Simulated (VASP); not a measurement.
# Bi in VASP: single point with PBEsol

Aim: the single point of Bi with PBEsol.

Everything below comes from runs of VASP 6.6.1. Logs are shortened: lines on timing, memory, paths and dates and some standing lists are left out, and cuts for length are marked.

## Step 1: The cell of the first run

The typed cell holds 2 atoms: a = 2.691 Å, b = 2.691 Å, c = 4.427 Å, α = 90.00°, β = 90.00°, γ = 109.90°.

This isn't the form of Bi at room conditions, which is rhombohedral.

## Step 2: Single point, PBEsol

Input file INCAR:

```
PREC = Accurate ; ENCUT = 520
EDIFF = 1E-7 ; ISMEAR = -1
SIGMA = 0.1 ; LREAL = F
LASPH = T ; NELM = 60
ALGO = Normal ; ISIF = 2
LWAVE = F ; LCHARG = F
GGA = PS ; ISYM = 0
NBANDS = 22
```

Input file KPOINTS:

```
Automatic mesh
0
Gamma
  12 12 7
  0.5 0.5 0.5
```

Input file POSCAR:

```
Bi
1.0
    2.6809003416      0.2368830253      0.0000000000
   -1.1353034531      2.4401693135      0.0000000000
    0.0000000000      0.0000000000      4.4271501751
Bi
2
Direct
    0.2499747357      0.7500252643      0.2500000000
    0.7500252643      0.2499747357      0.7500000000
```

Potentials or basis: VASP PAW PBE potentials, release 64 (Bi_d).

The run is started by

```sh
$ cat potpaw_PBE.64/Bi_d/POTCAR > POTCAR
$ mpirun -np 1 vasp_std > vasp.out
```

OUTCAR:

```text
PREC = Accurate
   ENCUT = 520
   EDIFF = 1E-7
   ISMEAR = -1
   LREAL = F
   LASPH = T
   NELM = 60
   ISIF = 2
   GGA = PS
   ISYM = 0

 ion  position               nearest neighbor table
   1  0.250  0.750  0.250-   2 2.70   2 2.70   2 2.70   2 2.70   2 3.12   2 3.12   2 3.12   2 3.12

   2  0.750  0.250  0.750-   1 2.70   1 2.70   1 2.70   1 2.70   1 3.12   1 3.12   1 3.12   1 3.12

IMPORTANT INFORMATION: All symmetrisations will be switched off!
NOSYMM: (Re-)initialisation of all symmetry stuff for point group C_1.

----------------------------------------------------------------------------------------

                                     Primitive cell

  volume of cell :      30.1524

  direct lattice vectors                    reciprocal lattice vectors
     2.680900342  0.236883025  0.000000000     0.358280193  0.166692015  0.000000000
    -1.135303453  2.440169314  0.000000000    -0.034780577  0.393625756  0.000000000
     0.000000000  0.000000000  4.427150175     0.000000000  0.000000000  0.225878943

  length of vectors
     2.691345427  2.691345427  4.427150175     0.395159366  0.395159366  0.225878943

  position of ions in fractional coordinates (direct lattice)
     0.249974736  0.750025264  0.250000000
     0.750025264  0.249974736  0.750000000

  ion indices of the primitive-cell ions
   primitive index   ion index
                 1           1
                 2           2

----------------------------------------------------------------------------------------

 KPOINTS: Automatic mesh

Automatic generation of k-mesh.
 Grid dimensions read from file:
 generate k-points for:   12   12    7

 Generating k-lattice:

  Cartesian coordinates                     Fractional coordinates (reciprocal lattice)
     0.029856683  0.013891001  0.000000000     0.083333333 -0.000000000  0.000000000
    -0.002898381  0.032802146  0.000000000     0.000000000  0.083333333  0.000000000
     0.000000000  0.000000000  0.032268420     0.000000000  0.000000000  0.142857143

  Length of vectors
     0.032929947  0.032929947  0.032268420

  Shift w.r.t. Gamma in fractional coordinates (k-lattice)
     0.500000000  0.500000000  0.500000000

 Subroutine IBZKPT returns following result:
 ===========================================

 Found    504 irreducible k-points:

 Following reciprocal coordinates:
            Coordinates               Weight
  0.041667  0.041667  0.071429      2.000000
 -0.041667 -0.041667  0.071429      2.000000
  0.125000  0.041667  0.071429      2.000000
 -0.125000 -0.041667  0.071429      2.000000
  0.041667  0.125000 -0.071429      2.000000
 -0.041667 -0.125000 -0.071429      2.000000
[... 16 lines left out ...]
 -0.458333  0.041667  0.071429      2.000000
  0.458333 -0.041667  0.071429      2.000000
 [... further k-points ...]
   k-points           NKPTS =    504   k-points in BZ     NKDIM =    504   number of bands    NBANDS=     22
   number of dos      NEDOS =    301   number of ions     NIONS =      2
   total plane-waves  NPLWV =  14400
   dimension x,y,z NGX =    20 NGY =   20 NGZ =   36
   dimension x,y,z NGXF=    40 NGYF=   40 NGZF=   72
   ions per type =               2
   NGX,Y,Z   is equivalent  to a cutoff of  12.35, 12.35, 13.52 a.u.
   NGXF,Y,Z  is equivalent  to a cutoff of  24.71, 24.71, 27.04 a.u.
 SYSTEM =  unknown system
   PREC   = accura    normal or accurate (medium, high low for compatibility)
   ISTART =      0    job   : 0-new  1-cont  2-samecut
   ICHARG =      2    charge: 1-file 2-atom 10-const
   ISPIN  =      1    spin polarized calculation?
   LNONCOLLINEAR =      F non collinear calculations
   LSORBIT =      F    spin-orbit coupling
   LASPH  =      T    aspherical Exc in radial PAW
   ENCUT  =  520.0 eV  38.22 Ry    6.18 a.u.   5.00  5.00  8.23*2*pi/ulx,y,z
   NELM   =     60;   NELMIN=  2; NELMDL= -5     # of ELM steps
   EDIFF  = 0.1E-06   stopping-criterion for ELM
   LREAL  =      F    real-space projection
   EDIFFG = 0.1E-05   stopping-criterion for IOM
   NSW    =      0    number of steps for IOM
   IBRION =     -1    ionic relax: 0-MD 1-quasi-New 2-CG
   NFREE  =      0    steps in history (QN), initial steepest desc. (CG)
   ISIF   =      2    stress and relaxation
   ISYM   =      0    0-nonsym 1-usesym 2-fastsym
   POTIM  = 0.5000    time-step for ionic-motion
   TEBEG  =    0.0;   TEEND  =   0.0 temperature during run
   PSTRESS=    0.0 pullay stress
   NELECT =      30.0000    total number of electrons
   NUPDOWN=      -1.0000    fix difference up-down
   EMIN   =  10.00;   EMAX   =-10.00  energy-range for DOS
   EFERMI =   0.00;   METHOD = LEGACY
   ISMEAR =    -1;   SIGMA  =   0.10  broadening in eV -4-tet -1-fermi 0-gaus
   EFERMI_NEDOS =   21; number of points for ismear=-14 and -15
   IALGO  =     38    algorithm
   IMIX   =      4    mixing-type and parameters
     AMIX     =   0.40;   BMIX     =  1.00
     AMIX_MAG =   1.60;   BMIX_MAG =  1.00
  volume/ion in A,a.u.               =      15.08       101.74
  Fermi-wavevector in a.u.,A,eV,Ry     =   1.634336  3.088448 36.341914  2.671055
  Thomas-Fermi vector in A             =   2.725992
   LORBIT       =      0    0 simple, 1 ext, 2 COOP (PROOUT), +10 PAW based schemes
   GGA     = PS    functional components
   LHFCALC =     F    Hartree Fock is set to
   AEXX    =    0.0000 exact exchange contribution
   IVDW    =     0    specifies the selected vdW correction
   LEPSILON=     F    determine dielectric tensor
   LRPA    =     F    only Hartree local field effects (RPA)
 non-spin polarized calculation
  energy-cutoff  :      520.00
  volume of cell :       30.15
 maximum number of plane-waves:       832
   NGX =  9   NGY =  9   NGZ = 17

 number of electron      30.0000003 magnetization

 Free energy of the ion-electron system (eV)
  ---------------------------------------------------
  ext. energy  EPLUGINS =         0.00000000
  ---------------------------------------------------
  free energy    TOTEN  =         1.67609268 eV

  energy without entropy =        1.69931228  energy(sigma->0) =        1.68770248

 E-fermi :  20.9802     XC(G=0): -14.3977

 val. band max:       20.9766243165   @ k =   0.0417  -0.1250   0.5000
 cond. band min:      21.0215898009   @ k =   0.1250   0.1250   0.3571
 fundamental gap:      0.0449654844
 Fermi energy:        20.9802131142

 k-point     1 :       0.0417    0.0417    0.0714
  band No.  band energies     occupation
      1      -4.7200      2.00000
      2      -4.6037      2.00000
      3      -4.3248      2.00000
      4      -4.3141      2.00000
      5      -4.2287      2.00000
      6      -3.3571      2.00000
[... 14 lines left out ...]
     21      32.3635      0.00000
     22      32.7580      0.00000

 k-point     2 :      -0.0417   -0.0417    0.0714
  band No.  band energies     occupation
      1      -4.7200      2.00000
      2      -4.6037      2.00000
      3      -4.3248      2.00000
      4      -4.3141      2.00000
      5      -4.2287      2.00000
      6      -3.3571      2.00000
[... 14 lines left out ...]
     21      32.3635      0.00000
     22      32.7584      0.00000

 k-point     3 :       0.1250    0.0417    0.0714
  band No.  band energies     occupation
      1      -4.6762      2.00000
      2      -4.4511      2.00000
      3      -4.3533      2.00000
      4      -4.2533      2.00000
      5      -4.1055      2.00000
      6      -3.3533      2.00000
[... 14 lines left out ...]
     21      31.8198      0.00000
     22      32.6350      0.00000

 k-point     4 :      -0.1250   -0.0417    0.0714
  band No.  band energies     occupation
      1      -4.6762      2.00000
      2      -4.4511      2.00000
      3      -4.3533      2.00000
      4      -4.2533      2.00000
      5      -4.1055      2.00000
      6      -3.3533      2.00000
[... 14 lines left out ...]
     21      31.8198      0.00000
     22      32.6350      0.00000

 k-point     5 :       0.0417    0.1250   -0.0714
  band No.  band energies     occupation
      1      -4.6762      2.00000
      2      -4.4511      2.00000
      3      -4.3533      2.00000
      4      -4.2533      2.00000
      5      -4.1055      2.00000
      6      -3.3533      2.00000
[... 14 lines left out ...]
     21      31.8198      0.00000
     22      32.6350      0.00000

 k-point     6 :      -0.0417   -0.1250   -0.0714
  band No.  band energies     occupation
      1      -4.6762      2.00000
      2      -4.4511      2.00000
      3      -4.3533      2.00000
      4      -4.2533      2.00000
      5      -4.1055      2.00000
      6      -3.3533      2.00000
[... 14 lines left out ...]
     21      31.8198      0.00000
     22      32.6350      0.00000

 k-point     7 :       0.2083    0.0417    0.0714
  band No.  band energies     occupation
      1      -4.6431      2.00000
      2      -4.4042      2.00000
      3      -4.2296      2.00000
      4      -4.1761      2.00000
      5      -3.8390      2.00000
      6      -3.4444      2.00000
[... 324 lines left out ...]
      6      -3.4298      2.00000
[... 14 lines left out ...]
     21      33.0444      0.00000
     22      35.3165      0.00000

 k-point    21 :       0.0417    0.4583   -0.0714
  band No.  band energies     occupation
      1      -4.6489      2.00000
      2      -4.5851      2.00000
      3      -4.2007      2.00000
      4      -4.1865      2.00000
      5      -3.5112      2.00000
      6      -3.4298      2.00000
[... 14 lines left out ...]
     21      33.0444      0.00000
     22      35.3165      0.00000

 k-point    22 :      -0.0417   -0.4583   -0.0714
  band No.  band energies     occupation
      1      -4.6489      2.00000
      2      -4.5851      2.00000
      3      -4.2007      2.00000
      4      -4.1865      2.00000
      5      -3.5112      2.00000
      6      -3.4298      2.00000
[... 14 lines left out ...]
     21      33.0444      0.00000
     22      35.3165      0.00000

 k-point    23 :      -0.4583    0.0417    0.0714
  band No.  band energies     occupation
      1      -4.6245      2.00000
      2      -4.5988      2.00000
      3      -4.2910      2.00000
      4      -4.1207      2.00000
      5      -3.6119      2.00000
      6      -3.3831      2.00000
[... 14 lines left out ...]
     21      33.0565      0.00000
     22      35.3658      0.00000

 k-point    24 :       0.4583   -0.0417    0.0714
  band No.  band energies     occupation
      1      -4.6245      2.00000
      2      -4.5988      2.00000
      3      -4.2910      2.00000
      4      -4.1207      2.00000
      5      -3.6119      2.00000
      6      -3.3831      2.00000
[... 14 lines left out ...]
     21      33.0565      0.00000
     22      35.3658      0.00000

 [... further k-points ...]

------------------------ aborting loop because EDIFF is reached ----------------------------------------

  FORCE on cell =-STRESS in cart. coord.  units (eV):
  Direction    XX          YY          ZZ          XY          YZ          ZX
  --------------------------------------------------------------------------------------
  -------------------------------------------------------------------------------------
  Total       39.2219177     39.2815403     39.2029244      0.0516367     -0.0000002      0.0000002
  in kB     2084.0972956   2087.2654059   2083.0880694      2.7437712     -0.0000120      0.0000092
  external PRESSURE =    2084.8169236 kB  Pullay stress =       0.0000000 kB

 VOLUME and BASIS-vectors are now :
 -----------------------------------------------------------------------------
  energy-cutoff  :      520.00
  volume of cell :       30.15
      direct lattice vectors                 reciprocal lattice vectors
     2.680900342  0.236883025  0.000000000     0.358280193  0.166692015  0.000000000
    -1.135303453  2.440169314  0.000000000    -0.034780577  0.393625756  0.000000000
     0.000000000  0.000000000  4.427150175     0.000000000  0.000000000  0.225878943

 POSITION                                       TOTAL-FORCE (eV/Angst)
 -----------------------------------------------------------------------------------
     -0.18135      1.88940      1.10679         0.000211     -0.000122      0.000000
      1.72695      0.78765      3.32036        -0.000211      0.000122     -0.000000
 -----------------------------------------------------------------------------------
    total drift:                               -0.000000      0.000000      0.000000

  FREE ENERGIE OF THE ION-ELECTRON SYSTEM (eV)
  ---------------------------------------------------
  free  energy   TOTEN  =         1.6760926780 eV

  energy  without entropy=        1.6993122804  energy(sigma->0) =        1.68770248
```

It took 1.7 min on 1 thread of Intel Xeon 6975P-C (Granite Rapids), shared host; peak memory 0.35 GiB.

What came out:

| Quantity | Value |
| --- | --- |
| Free energy | 1.6761 eV |
| Pressure | 208.5 GPa |
| Band gap on the k mesh | zero (bands 15 and 16 overlap by 12.82 eV) |

Stress tensor (GPa, compression positive):
```
208.41   0.27   0.00
  0.27 208.73   0.00
  0.00   0.00 208.31
```

Caveat: the cell stands under pressure; the PAW data sets were made with another functional, which shifts forces and pressure a little; spin-orbit coupling is left out, which moves the levels of the heavy elements.
